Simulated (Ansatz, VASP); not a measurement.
Given: the input of a run of Ansatz 0.2.0 on HfN.

File input.yaml:

```yaml
crystal:
  lattice:
    - [0.0, 2.256, 2.256]
    - [2.256, 0.0, 2.256]
    - [2.256, 2.256, 0.0]
  atoms:
    - { symbol: Hf, position: [0.0, 0.0, 0.0] }
    - { symbol: "N", position: [0.5, 0.5, 0.5] }
hamiltonian:
  xc: pbe
  pseudopotentials: { kind: paw }
kpoints:
  mp_grid: { grid: [10, 10, 10] }
scf:
  occupations: { method: gaussian, width: 0.024 }
output:
  forces: true
  stress: true
  eigenvalues: true
```

Potentials or basis: Ansatz PAW.

The run is started by

```console
$ ansatz run input.yaml --threads 2 --pin off --max-ram 5632MiB --backend cpu --events-out ev --progress --plain --runs-dir out
```

Problem. Translate it to VASP 6.6.1. Potentials there: VASP PAW PBE potentials, release 64 (Hf_pv, N).

Solution. As run (the cutoff follows the program's own potentials):

INCAR

```
SYSTEM = HfN
  PREC = Accurate
  ENCUT = 600
  EDIFF = 1E-6
  ISMEAR = 0
  SIGMA = 0.024
  LREAL = .False.
  LASPH = .True.
  NELM = 120
  ALGO = Normal
  ISIF = 2
  LWAVE = .False.
  LCHARG = .True.
  GGA = PE
  LELF = .True.
  LVHAR = .True.
  NBANDS = 14
  GGA_COMPAT = .False.
```

KPOINTS

```
regular mesh
0
Gamma
  10 10 10
  0 0 0
```

Contents of POSCAR:

```
HfN
1.0
    0.0000000000      2.2560000000      2.2560000000
    2.2560000000      0.0000000000      2.2560000000
    2.2560000000      2.2560000000      0.0000000000
Hf N
1 1
Direct
    0.0000000000      0.0000000000      0.0000000000
    0.5000000000      0.5000000000      0.5000000000
```

Potentials or basis: VASP PAW PBE potentials, release 64 (Hf_pv, N).

The run is started by

```sh
$ cat potpaw_PBE.64/Hf_pv/POTCAR potpaw_PBE.64/N/POTCAR > POTCAR
$ mpirun -np 1 vasp_std > vasp.out
```

Both were run:

|  | VASP | Ansatz | Ansatz less VASP |
| --- | --- | --- | --- |
| gap on the k mesh at the Fermi level (eV) | none | none | - |
| pressure (GPa) | 4.1 | 6.6 | +2.50 |

A gap of «none» marks a metal or a gap that the smearing closes. VASP's potentials hold 15 valence electrons a cell and Ansatz's 31, so a difference there can come from the potentials and not from the codes.

Spin-orbit coupling is off throughout.
